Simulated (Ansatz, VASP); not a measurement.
# Ga3Bi2As in VASP and in Ansatz

```
As Ga Bi
1.0
    -2.21617    6.65775    3.13905
     2.21617   -6.65775    3.13905
     2.21617    6.65775   -3.13905
As Ga Bi
1 3 2
Cartesian
  0.0000 0.0000 0.0161
  2.2162 0.0000 1.3867
  2.2162 4.6198 1.6671
  0.0000 2.0379 4.8062
  0.0000 4.4478 -0.0143
  0.0000 8.8677 -0.0143
```

Alike in both runs: task single point; functional PBE; k mesh 6 × 6 × 6; occupations fermi-dirac, width 0.02 eV; no spin polarisation.

```csv
,VASP,Ansatz
version,VASP 6.6.1,Ansatz 0.2.0
potentials or method,"VASP PAW PBE potentials, release 64 (As, Ga_d, Bi_d)","plane waves, PAW"
plane-wave cutoff (eV),520,420
valence electrons in the cell,74,84
```

|  | VASP | Ansatz | Ansatz less VASP |
| --- | --- | --- | --- |
| pressure (GPa) | -1.1 | -1.2 | -0.03 |
| rms of the force components (eV/Å) | 0.011 | 0.011 | +0.0007 |

VASP's potentials hold 74 valence electrons a cell and Ansatz's 84, so a difference there can come from the potentials and not from the codes.

Neither program's run includes spin-orbit coupling.
